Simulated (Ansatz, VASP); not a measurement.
# Mg2Sn in VASP and in Ansatz

```
CELL_PARAMETERS angstrom
-0.03379 3.36260 3.36260
3.36260 -0.03379 3.36260
3.36260 3.36260 -0.03379
ATOMIC_POSITIONS crystal
Mg 0.25000 0.25000 0.25000
Mg 0.75000 0.75000 0.75000
Sn 0.00000 0.00000 0.00000
```

Change from the starting cell: equal xy, yz and zx shear strains of -1 %.

Alike in both runs: task single point; functional LDA; k mesh 11 × 11 × 11; occupations fermi-dirac, width 0.08 eV; no spin polarisation.

|  | VASP | Ansatz |
| --- | --- | --- |
| version | VASP 6.6.1 | Ansatz 0.2.0 |
| potentials or method | VASP PAW LDA potentials, release 64 (Mg, Sn_d), cutoff 600 eV | all-electron LAPW, scalar-relativistic |

VASP gave:

```
pressure (GPa)                                                : -2.1
traceless stress, the component that is largest in VASP (GPa) : 0.36
rms of the force components (eV/Å)                            : 0.018
```

Q: Which values does Ansatz return?

A: Pressure (GPa): -1.8; traceless stress, the component that is largest in VASP (GPa): 0.36; rms of the force components (eV/Å): 0.018.

LDA's correlation is that of Perdew and Zunger in VASP and of Perdew and Wang (1992) in Ansatz. Atom by atom the forces differ by 0.000 eV/Å (rms over components). Ansatz ran all-electron here, and VASP with PAW potentials.
